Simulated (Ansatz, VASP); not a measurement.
# Two plane-wave programs on BP

File POSCAR:

```
BP
1.0
    0.0000000000      2.1554244706      2.1554244706
    2.1554244706      0.0000000000      2.1554244706
    2.1554244706      2.1554244706      0.0000000000
B P
1 1
Direct
    0.0000000000      0.0000000000      0.0000000000
    0.5000000000      0.5000000000      0.5000000000
```

File INCAR.step1:

```
SYSTEM = BP
PREC     = Accurate       ! precision mode
ENCUT    = 520            ! plane-wave cutoff, eV
EDIFF    = 1E-5           ! SCF threshold, eV
ISMEAR   = -1             ! smearing method
SIGMA    = 0.02           ! smearing width, eV
LREAL    = .FALSE.        ! projectors in reciprocal space
LASPH    = .TRUE.         ! aspherical terms in the spheres
NELM     = 60             ! most SCF steps
ALGO     = Normal         ! electronic algorithm
ISIF     = 2              ! what is computed and relaxed
LWAVE    = .TRUE.         ! write WAVECAR
GGA      = PE             ! functional
NBANDS   = 11             ! bands
```

Contents of INCAR.step2:

```
SYSTEM = BP
PREC     = Accurate       ! precision mode
ENCUT    = 520            ! plane-wave cutoff, eV
EDIFF    = 1E-7           ! SCF threshold, eV
ISMEAR   = -1             ! smearing method
SIGMA    = 0.02           ! smearing width, eV
LREAL    = .FALSE.        ! projectors in reciprocal space
LASPH    = .TRUE.         ! aspherical terms in the spheres
NELM     = 60             ! most SCF steps
ALGO     = Normal         ! electronic algorithm
ISIF     = 2              ! what is computed and relaxed
LWAVE    = .FALSE.        ! write WAVECAR
LCHARG   = .TRUE.         ! write CHGCAR
GGA      = PE             ! functional
LHFCALC  = .TRUE.         ! exact exchange
AEXX     = 0.35           ! exact-exchange fraction
HFSCREEN = 0.5            ! screening, 1/A
PRECFOCK = Normal       
LELF     = .TRUE.         ! ELF
LVHAR    = .TRUE.       
ISTART   = 1            
NBANDS   = 11             ! bands
```

File KPOINTS:

```
Automatic mesh
0
G
  4 4 4
  0 0 0
```

Input for Ansatz:

```yaml
crystal:
  lattice:
    - [0.0, 2.1554244706, 2.1554244706]
    - [2.1554244706, 0.0, 2.1554244706]
    - [2.1554244706, 2.1554244706, 0.0]
  atoms:
    - { symbol: B, position: [0.0, 0.0, 0.0] }
    - { symbol: P, position: [0.5, 0.5, 0.5] }
kpoints:
  mp_grid: { grid: [4, 4, 4] }
hamiltonian:
  xc: { exchange: pbe, correlation: pbe, exx: { coeff: 0.35, omega: 0.5 } }
scf:
  occupations: { method: fermi_dirac, width: 0.02 }
  n_extra_bands: 4
output:
  forces: true
  stress: true
  eigenvalues: true
```

Alike in both runs: task single point; functional PBE-based screened hybrid; k mesh 4 × 4 × 4; occupations fermi-dirac, width 0.02 eV; no spin polarisation.

|  | VASP | Ansatz |
| --- | --- | --- |
| version | VASP 6.6.1 | Ansatz 0.2.0 |
| potentials or method | VASP PAW PBE potentials, release 64 (B, P) | plane waves |
| plane-wave cutoff (eV) | 520 | 420 |
| valence electrons in the cell | 8 | 8 |

```tsv
	VASP	Ansatz	Ansatz less VASP
pressure (GPa)	-2.1	-1.5	+0.64
```

VASP's potentials were made for PBE, not for PBE-based screened hybrid. Ansatz's warnings: filled band counts differ across k points, stress exchange threshold loose, stress scf threshold loose.

The k mesh is coarse, so the values compare programs but aren't converged.
